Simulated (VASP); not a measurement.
# Pt in VASP: notebook

Runs on Pt. Level: LDA. Tasks: single point.

Program: VASP 6.6.1. These are calculated values, not measurements. Logs are shortened: lines on timing, memory, paths and dates and some standing lists are left out, and cuts for length are marked.

## Step 1: The cell of the first run

The cell holds a slab with vacuum, 5 atoms: a = 2.754 Å, b = 3.895 Å, c = 21.508 Å, α = 90.00°, β = 90.00°, γ = 90.00°.

## Step 2: Single point, LDA

Contents of INCAR:

```
SYSTEM = Pt
ALGO     = Normal         ! electronic algorithm
DIPOL    = 0.5 0.5 0.500
EDIFF    = 1E-7           ! SCF threshold, eV
ENCUT    = 520            ! plane-wave cutoff, eV
IDIPOL   = 3            
ISIF     = 2              ! what is computed and relaxed
ISMEAR   = -1             ! smearing method
LASPH    = .TRUE.         ! aspherical terms in the spheres
LCHARG   = .FALSE.        ! write CHGCAR
LDIPOL   = .TRUE.       
LREAL    = .FALSE.        ! projectors in reciprocal space
LWAVE    = .FALSE.        ! write WAVECAR
NBANDS   = 33             ! bands
NELM     = 100            ! most SCF steps
PREC     = Accurate       ! precision mode
SIGMA    = 0.08           ! smearing width, eV
```

Contents of KPOINTS:

```
k-points
0
G
  12 9 1
  0 0 0
```

Contents of POSCAR:

```
Pt
1.0
    2.7538682155      0.0000000000      0.0000000000
    0.0000000000      3.8945577794      0.0000000000
    0.0000000000      0.0000000000     21.5077000000
Pt
5
Direct
    0.0000000000      0.0000000000      0.3782034898
    0.5000000000      0.5000000000      0.4320558010
    0.0000000000      0.0000000000      0.5000000002
    0.5000000000      0.5000000000      0.5679441988
    0.0000000000      0.0000000000      0.6217965103
```

Potentials or basis: VASP PAW LDA potentials, release 64 (Pt).

The run is started by

```sh
cat potpaw_LDA.64/Pt/POTCAR > POTCAR
mpirun -np 1 vasp_std > vasp.out
```

OUTCAR:

```text
SYSTEM = Pt
   EDIFF = 1E-7
   ENCUT = 520
   ISIF = 2
   ISMEAR = -1
   LASPH = .TRUE.
   LREAL = .FALSE.
   NELM = 100
   PREC = Accurate

 ion  position               nearest neighbor table
   1  0.000  0.000  0.378-   3 2.62   2 2.65   2 2.65   2 2.65   2 2.65
   2  0.500  0.500  0.432-   1 2.65   1 2.65   1 2.65   1 2.65   3 2.80   3 2.80   3 2.80   3 2.80
                             4 2.92
   3  0.000  0.000  0.500-   5 2.62   1 2.62   4 2.80   4 2.80   4 2.80   4 2.80   2 2.80   2 2.80
                             2 2.80   2 2.80
   4  0.500  0.500  0.568-   5 2.65   5 2.65   5 2.65   5 2.65   3 2.80   3 2.80   3 2.80   3 2.80
                             2 2.92
   5  0.000  0.000  0.622-   3 2.62   4 2.65   4 2.65   4 2.65   4 2.65

  LATTYP: Found a simple orthorhombic cell.
 ALAT       =     2.7538682155
 B/A-ratio  =     1.4142135624
 C/A-ratio  =     7.8099960917

  Lattice vectors:

 A1 = (   2.7538682155,   0.0000000000,   0.0000000000)
 A2 = (   0.0000000000,   3.8945577794,   0.0000000000)
 A3 = (   0.0000000000,   0.0000000000,  21.5077000000)

Analysis of symmetry for initial positions (statically):
=====================================================================
 Subroutine PRICEL returns:
 Original cell was already a primitive cell.

 Routine SETGRP: Setting up the symmetry group for a
 simple orthorhombic supercell.

 Subroutine GETGRP returns: Found  8 space group operations
 (whereof  8 operations were pure point group operations)
 out of a pool of  8 trial point group operations.

The static configuration has the point symmetry D_2h.

Analysis of symmetry for dynamics (positions and initial velocities):
=====================================================================
 Subroutine PRICEL returns:
 Original cell was already a primitive cell.

 Routine SETGRP: Setting up the symmetry group for a
 simple orthorhombic supercell.

 Subroutine GETGRP returns: Found  8 space group operations
 (whereof  8 operations were pure point group operations)
 out of a pool of  8 trial point group operations.

The dynamic configuration has the point symmetry D_2h.

 Subroutine INISYM returns: Found  8 space group operations
 (whereof  8 operations are pure point group operations),
 and found     1 'primitive' translations

----------------------------------------------------------------------------------------

                                     Primitive cell

  volume of cell :     230.6722

  direct lattice vectors                    reciprocal lattice vectors
     2.753868215  0.000000000  0.000000000     0.363125583  0.000000000  0.000000000
     0.000000000  3.894557779  0.000000000     0.000000000  0.256768562  0.000000000
     0.000000000  0.000000000 21.507700000     0.000000000  0.000000000  0.046494976

  length of vectors
     2.753868215  3.894557779 21.507700000     0.363125583  0.256768562  0.046494976

  position of ions in fractional coordinates (direct lattice)
     0.000000000  0.000000000  0.378203490
     0.500000000  0.500000000  0.432055801
     0.000000000  0.000000000  0.500000000
     0.500000000  0.500000000  0.567944199
     0.000000000  0.000000000  0.621796510

  ion indices of the primitive-cell ions
   primitive index   ion index
                 1           1
                 2           2
                 3           3
                 4           4
                 5           5

----------------------------------------------------------------------------------------

 KPOINTS: k-points

Automatic generation of k-mesh.
 Grid dimensions read from file:
 generate k-points for:   12    9    1

 Generating k-lattice:

  Cartesian coordinates                     Fractional coordinates (reciprocal lattice)
     0.030260465  0.000000000  0.000000000     0.083333333  0.000000000  0.000000000
     0.000000000  0.028529840  0.000000000     0.000000000  0.111111111  0.000000000
     0.000000000  0.000000000  0.046494976     0.000000000  0.000000000  1.000000000

  Length of vectors
     0.030260465  0.028529840  0.046494976

  Shift w.r.t. Gamma in fractional coordinates (k-lattice)
     0.000000000  0.000000000  0.000000000

 Subroutine IBZKPT returns following result:
 ===========================================

 Found     35 irreducible k-points:

 Following reciprocal coordinates:
            Coordinates               Weight
  0.000000  0.000000  0.000000      1.000000
  0.083333  0.000000  0.000000      2.000000
  0.166667  0.000000  0.000000      2.000000
  0.250000  0.000000  0.000000      2.000000
  0.333333  0.000000  0.000000      2.000000
  0.416667  0.000000  0.000000      2.000000
[... 16 lines left out ...]
  0.083333  0.333333  0.000000      4.000000
  0.166667  0.333333  0.000000      4.000000
 [... further k-points ...]
   k-points           NKPTS =     35   k-points in BZ     NKDIM =     35   number of bands    NBANDS=     33
   number of dos      NEDOS =    301   number of ions     NIONS =      5
   total plane-waves  NPLWV =  96000
   dimension x,y,z NGX =    20 NGY =   30 NGZ =  160
   dimension x,y,z NGXF=    40 NGYF=   60 NGZF=  320
   ions per type =               5
   NGX,Y,Z   is equivalent  to a cutoff of  12.07, 12.81, 12.37 a.u.
   NGXF,Y,Z  is equivalent  to a cutoff of  24.15, 25.61, 24.73 a.u.
 SYSTEM =  Pt
   PREC   = accura    normal or accurate (medium, high low for compatibility)
   ISTART =      0    job   : 0-new  1-cont  2-samecut
   ICHARG =      2    charge: 1-file 2-atom 10-const
   ISPIN  =      1    spin polarized calculation?
   LNONCOLLINEAR =      F non collinear calculations
   LSORBIT =      F    spin-orbit coupling
   LASPH  =      T    aspherical Exc in radial PAW
   ENCUT  =  520.0 eV  38.22 Ry    6.18 a.u.   5.12  7.24 39.99*2*pi/ulx,y,z
   NELM   =    100;   NELMIN=  2; NELMDL= -5     # of ELM steps
   EDIFF  = 0.1E-06   stopping-criterion for ELM
   LREAL  =      F    real-space projection
   EDIFFG = 0.1E-05   stopping-criterion for IOM
   NSW    =      0    number of steps for IOM
   IBRION =     -1    ionic relax: 0-MD 1-quasi-New 2-CG
   NFREE  =      0    steps in history (QN), initial steepest desc. (CG)
   ISIF   =      2    stress and relaxation
   ISYM   =      2    0-nonsym 1-usesym 2-fastsym
   POTIM  = 0.5000    time-step for ionic-motion
   TEBEG  =    0.0;   TEEND  =   0.0 temperature during run
   PSTRESS=    0.0 pullay stress
   NELECT =      50.0000    total number of electrons
   NUPDOWN=      -1.0000    fix difference up-down
   EMIN   =  10.00;   EMAX   =-10.00  energy-range for DOS
   EFERMI =   0.00;   METHOD = LEGACY
   ISMEAR =    -1;   SIGMA  =   0.08  broadening in eV -4-tet -1-fermi 0-gaus
   EFERMI_NEDOS =   21; number of points for ismear=-14 and -15
   IALGO  =     38    algorithm
   IMIX   =      4    mixing-type and parameters
     AMIX     =   0.40;   BMIX     =  1.00
     AMIX_MAG =   1.60;   BMIX_MAG =  1.00
  volume/ion in A,a.u.               =      46.13       311.33
  Fermi-wavevector in a.u.,A,eV,Ry     =   0.983406  1.858369 13.158036  0.967088
  Thomas-Fermi vector in A             =   2.114562
   LORBIT       =      0    0 simple, 1 ext, 2 COOP (PROOUT), +10 PAW based schemes
   GGA     = CA    functional components
   LHFCALC =     F    Hartree Fock is set to
   AEXX    =    0.0000 exact exchange contribution
   IVDW    =     0    specifies the selected vdW correction
   LEPSILON=     F    determine dielectric tensor
   LRPA    =     F    only Hartree local field effects (RPA)
 non-spin polarized calculation
  energy-cutoff  :      520.00
  volume of cell :      230.67
 maximum number of plane-waves:      6290
   NGX = 11   NGY = 15   NGZ = 79

 number of electron      49.9999996 magnetization

 dipolmoment           0.000000      0.000000     -0.000000 electrons x Angstroem

 Free energy of the ion-electron system (eV)
  ---------------------------------------------------
  ext. energy  EPLUGINS =         0.00000000
  ---------------------------------------------------
  free energy    TOTEN  =       -34.33999854 eV

  energy without entropy =      -34.15053176  energy(sigma->0) =      -34.24526515

 E-fermi :  -0.0642     XC(G=0):  -5.3443

 val. band max:       -0.0660350942   @ k =   0.2500   0.3333   0.0000
 cond. band min:      -0.0613355171   @ k =   0.0000   0.2222   0.0000
 fundamental gap:      0.0046995771
 Fermi energy:        -0.0642135479

 k-point     1 :       0.0000    0.0000    0.0000
  band No.  band energies     occupation
      1      -9.6980      2.00000
      2      -7.8684      2.00000
      3      -6.9395      2.00000
      4      -6.3289      2.00000
      5      -6.2537      2.00000
      6      -5.4859      2.00000
[... 25 lines left out ...]
     32       5.4439      0.00000
     33       5.7286      0.00000

 k-point     2 :       0.0833    0.0000    0.0000
  band No.  band energies     occupation
      1      -9.5123      2.00000
      2      -7.7049      2.00000
      3      -6.7641      2.00000
      4      -6.2274      2.00000
      5      -6.0722      2.00000
      6      -5.2832      2.00000
[... 25 lines left out ...]
     32       5.5976      0.00000
     33       5.8669      0.00000

 k-point     3 :       0.1667    0.0000    0.0000
  band No.  band energies     occupation
      1      -8.9862      2.00000
      2      -7.3109      2.00000
      3      -6.3331      2.00000
      4      -5.9259      2.00000
      5      -5.6470      2.00000
      6      -5.4624      2.00000
[... 25 lines left out ...]
     32       6.0419      0.00000
     33       6.2685      0.00000

 k-point     4 :       0.2500    0.0000    0.0000
  band No.  band energies     occupation
      1      -8.2166      2.00000
      2      -6.9986      2.00000
      3      -5.9733      2.00000
      4      -5.9401      2.00000
      5      -5.4164      2.00000
      6      -5.3555      2.00000
[... 25 lines left out ...]
     32       6.7466      0.00000
     33       6.9678      0.00000

 k-point     5 :       0.3333    0.0000    0.0000
  band No.  band energies     occupation
      1      -7.3763      2.00000
      2      -6.9983      2.00000
      3      -6.3402      2.00000
      4      -6.0261      2.00000
      5      -5.7987      2.00000
      6      -5.4076      2.00000
[... 604 lines left out ...]
 k-point    22 :       0.0000    0.3333    0.0000
  band No.  band energies     occupation
      1      -8.4376      2.00000
      2      -7.5780      2.00000
      3      -6.7870      2.00000
      4      -6.4511      2.00000
      5      -6.2322      2.00000
      6      -5.6531      2.00000
[... 25 lines left out ...]
     32       3.9313      0.00000
     33       6.1088      0.00000

 k-point    23 :       0.0833    0.3333    0.0000
  band No.  band energies     occupation
      1      -8.2717      2.00000
      2      -7.3955      2.00000
      3      -6.5828      2.00000
      4      -6.2712      2.00000
      5      -6.0254      2.00000
      6      -5.6031      2.00000
[... 25 lines left out ...]
     32       4.1699      0.00000
     33       6.2163      0.00000

 k-point    24 :       0.1667    0.3333    0.0000
  band No.  band energies     occupation
      1      -7.8427      2.00000
      2      -6.9105      2.00000
      3      -6.0588      2.00000
      4      -5.8470      2.00000
      5      -5.5072      2.00000
      6      -5.4411      2.00000
[... 25 lines left out ...]
     32       4.7863      0.00000
     33       6.5416      0.00000

 [... further k-points ...]

------------------------ aborting loop because EDIFF is reached ----------------------------------------

 vacuum level on the upper side and lower side of the slab       (xc-potential included)        -0.065        -0.065

  FORCE on cell =-STRESS in cart. coord.  units (eV):
  Direction    XX          YY          ZZ          XY          YZ          ZX
  --------------------------------------------------------------------------------------
  -------------------------------------------------------------------------------------
  Total       -5.1764996     -0.4767530      0.2037032     -0.0000000      0.0000000      0.0000000
  in kB      -35.9543540     -3.3113779      1.4148587     -0.0000000      0.0000000      0.0000000
  external PRESSURE =     -12.6169577 kB  Pullay stress =       0.0000000 kB

 VOLUME and BASIS-vectors are now :
 -----------------------------------------------------------------------------
  energy-cutoff  :      520.00
  volume of cell :      230.67
      direct lattice vectors                 reciprocal lattice vectors
     2.753868215  0.000000000  0.000000000     0.363125583  0.000000000  0.000000000
     0.000000000  3.894557779  0.000000000     0.000000000  0.256768562  0.000000000
     0.000000000  0.000000000 21.507700000     0.000000000  0.000000000  0.046494976

 POSITION                                       TOTAL-FORCE (eV/Angst)
 -----------------------------------------------------------------------------------
      0.00000      0.00000      8.13429         0.000000     -0.000000     -0.052073
      1.37693      1.94728      9.29253        -0.000000     -0.000000      0.003660
      0.00000      0.00000     10.75385         0.000000     -0.000000      0.000000
      1.37693      1.94728     12.21517         0.000000      0.000000     -0.003660
      0.00000      0.00000     13.37341         0.000000     -0.000000      0.052073
 -----------------------------------------------------------------------------------
    total drift:                               -0.000000      0.000000     -0.000002

  FREE ENERGIE OF THE ION-ELECTRON SYSTEM (eV)
  ---------------------------------------------------
  free  energy   TOTEN  =       -34.3399985369 eV

  energy  without entropy=      -34.1505317556  energy(sigma->0) =      -34.24526515

 vacuum level on the upper side and lower side of the slab         5.373         5.373
```

It took 6.2 min on 1 thread of Intel Xeon 6975P-C, shared host; peak memory 0.36 GiB.

What came out:

```yaml
Free_energy: -34.3400 eV
Largest_force: 0.052 eV/Å
Band_gap_on_the_k_mesh: zero (band 25 reaches 0.49 eV, above the bottom of band 26 at -0.42 eV)
```

Forces on the atoms (eV/Å):
```
Pt   0.000  0.000 -0.052
Pt   0.000  0.000  0.004
Pt   0.000  0.000  0.000
Pt   0.000  0.000 -0.004
Pt   0.000  0.000  0.052
```

Caveat: spin-orbit coupling is left out, which moves the levels of the heavy elements.

## Step 3: Single point, LDA

Contents of INCAR:

```
SYSTEM = Pt
ALGO = Normal
DIPOL = 0.5 0.5 0.500
EDIFF = 1E-7
ENCUT = 520
GGA = CA
IDIPOL = 3
ISIF = 2
ISMEAR = -1
LASPH = .True.
LCHARG = .False.
LDIPOL = .True.
LREAL = .False.
LWAVE = .False.
NBANDS = 33
NELM = 60
PREC = Accurate
SIGMA = 0.08
```

Contents of KPOINTS:

```
k-points
0
Gamma
  12 9 1
  0 0 0
```

Contents of POSCAR:

```
Pt
1.0
    2.7538682155      0.0000000000      0.0000000000
    0.0000000000      3.8945577794      0.0000000000
    0.0000000000      0.0000000000     21.5077000000
Pt
5
Direct
    0.0000000000      0.0000000000      0.3781786262
    0.5000000000      0.5000000000      0.4319567024
    0.0000000000      0.0000000000      0.4999999987
    0.5000000000      0.5000000000      0.5680432963
    0.0000000000      0.0000000000      0.6218213766
```

Potentials or basis: VASP PAW LDA potentials, release 64 (Pt).

The run is started by

```sh
cat potpaw_LDA.64/Pt/POTCAR > POTCAR
mpirun -np 1 vasp_std > vasp.out
```

Wall time 6.5 min (1 thread of Intel Xeon 6975P-C, shared host); peak memory 0.37 GiB.

Results (log left out):

| Item | Value |
| --- | --- |
| Free energy | -34.3400 eV |
| Largest force | 0.051 eV/Å |
| Band gap on the k mesh | zero (band 25 reaches 0.49 eV, above the bottom of band 26 at -0.42 eV) |

Forces on the atoms (eV/Å):
```
Pt   0.000  0.000 -0.051
Pt   0.000  0.000  0.019
Pt   0.000  0.000  0.000
Pt   0.000  0.000 -0.019
Pt   0.000  0.000  0.051
```

Levels at points of the mesh, in eV from the Fermi level:
```
           k point  band 23  band 24  band 25  band 26  band 27  band 28
(0.00, 0.00, 0.00)    -1.13    -0.64    -0.20    -0.06     0.14     0.56
(0.50, 0.00, 0.00)     0.13     0.31     0.55     2.00     2.23     2.42
```

Caveat: spin-orbit coupling is left out, which moves the levels of the heavy elements.

## Step 4: Single point, LDA

Contents of INCAR:

```
PREC = Accurate
ENCUT = 520
EDIFF = 1E-6
ISMEAR = -1
SIGMA = 0.08
LREAL = F
LASPH = T
NELM = 80
ALGO = Normal
ISIF = 2
LWAVE = F
LCHARG = F
NBANDS = 33
```

Contents of KPOINTS:

```
regular mesh
0
Gamma
  12 9 1
```

Contents of POSCAR:

```
Pt
1.0
    2.7538682155      0.0000000000      0.0000000000
    0.0000000000      3.8945577794      0.0000000000
    0.0000000000      0.0000000000     21.5077000000
Pt
5
Direct
    0.0000000000      0.0000000000      0.3782034898
    0.5000000000      0.5000000000      0.4320558010
    0.0000000000      0.0000000000      0.5000000002
    0.5000000000      0.5000000000      0.5679441988
    0.0000000000      0.0000000000      0.6217965103
```

The run is started by

```sh
cat potpaw_LDA.64/Pt/POTCAR > POTCAR
mpirun -np 1 vasp_std > vasp.out
```

Run time: 6 min. Hardware: 1 thread of Intel Xeon 6975P-C, shared host; peak memory 0.37 GiB.

Results (log left out):

* Free energy: -34.3400 eV
* Largest force: 0.052 eV/Å
* Band gap on the k mesh: zero (band 25 reaches 0.49 eV, above the bottom of band 26 at -0.42 eV)

Forces on the atoms (eV/Å):
```
Pt   0.000  0.000 -0.052
Pt   0.000  0.000  0.004
Pt   0.000  0.000  0.000
Pt   0.000  0.000 -0.004
Pt   0.000  0.000  0.052
```

Levels at points of the mesh, in eV from the Fermi level:
```
           k point  band 23  band 24  band 25  band 26  band 27  band 28
(0.00, 0.00, 0.00)    -1.13    -0.63    -0.20    -0.06     0.14     0.56
(0.50, 0.00, 0.00)     0.13     0.31     0.55     2.00     2.23     2.42
```

Caveat: spin-orbit coupling is left out, which moves the levels of the heavy elements.

(Continued in part 2 of 2.)
